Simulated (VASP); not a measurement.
**CdSe: single point with PBEsol**

The system is CdSe.

```
Cd Se
1.0
     0.00000    3.05327    3.05327
     3.05327    0.00000    3.05327
     3.13673    3.13673   -0.08346
Cd Se
1 1
Direct
  0.00000 0.00000 0.00000
  0.75000 0.75000 0.75000
```

* Program: VASP 6.6.1
* Task: single point
* Functional: PBEsol
* Potentials or basis: VASP PAW PBE potentials, release 64 (Cd, Se)
* Cutoff: 520 eV
* k mesh: 10 × 10 × 10
* Occupations: gaussian, width 0.05 eV
* Spin: no spin polarisation

- Pressure: -2.0 GPa
- Largest force: 0.178 eV/Å
- Band gap on the k mesh: 0.36 eV

Forces on the atoms (eV/Å):
```
Cd   0.102  0.102 -0.102
Se  -0.102 -0.102  0.102
```

Stress tensor (GPa, compression positive):
```
-2.02 -0.93  0.93
-0.93 -2.02  0.93
 0.93  0.93 -2.02
```

Levels at points of the mesh, in eV from the valence-band top:
| k point | band 7 | band 8 | band 9 | band 10 | band 11 | band 12 |
| --- | --- | --- | --- | --- | --- | --- |
| (0.00, 0.00, 0.00) | -0.15 | 0.00 | 0.00 | 0.36 | 5.52 | 5.97 |
| (0.50, 0.00, 0.00) | -4.20 | -0.78 | -0.75 | 2.14 | 6.11 | 6.41 |
| (0.50, 0.50, 0.00) | -3.94 | -1.83 | -1.65 | 3.03 | 3.61 | 8.62 |
| (0.00, 0.00, 0.50) | -4.17 | -0.60 | -0.60 | 2.33 | 6.46 | 6.46 |

Wall time 31 s on 1 thread of Intel(R) Xeon(R) 6975P-C (Granite Rapids) (shared host), peak memory 0.26 GiB.

Caveat: the PAW data sets were made with another functional, which shifts forces and pressure a little.
